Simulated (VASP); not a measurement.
Runs of VASP 6.6.1 on GaN. The structure is that of space group I-4m2 (No. 119), or close to it. The cells are those of the table. 

```csv
cell,gap on the mesh (eV),pressure (GPa)
"a = 3.379, b = 3.379, c = 3.442 Å, angles 59.4, 59.4, 61.2°, 2 atoms",0.74,-24.8
"a = 3.129, b = 3.129, c = 3.314 Å, angles 58.0, 58.0, 64.0°, 2 atoms",(b),-0.3
"a = 3.256, b = 3.256, c = 3.059 Å, angles 62.0, 62.0, 56.0°, 2 atoms",1.86,-0.1
"a = 3.189, b = 3.189, c = 3.314 Å, angles 58.7, 58.7, 62.6°, 2 atoms",1.64,-7.3
"a = 3.256, b = 3.256, c = 3.442 Å, angles 58.1, 58.1, 63.8°, 2 atoms",1.04,-18.0
"a = 3.124, b = 3.124, c = 3.187 Å, angles 59.3, 59.3, 61.3°, 2 atoms",2.27,8.4
"a = 3.251, b = 3.251, c = 3.314 Å, angles 59.4, 59.4, 61.3°, 2 atoms",(a),-13.1
"a = 3.197, b = 3.197, c = 3.442 Å, angles 57.4, 57.4, 65.1°, 2 atoms",1.21,-13.4
```

Alike in all rows: task single point; level r2SCAN; potentials or basis VASP PAW PBE potentials, release 64 (Ga_d, N); no spin polarisation; k mesh 10 × 10 × 10; cutoff (eV) 520; smearing gaussian 0.05 eV.

Question: Estimate the missing entries.

Answer: (a) 1.48; (b) 1.82.

Caveats: the PAW data sets were made with another functional, which shifts forces and pressure a little.

A k mesh can miss the band edges, and the runs leave out spin-orbit coupling on Ga.
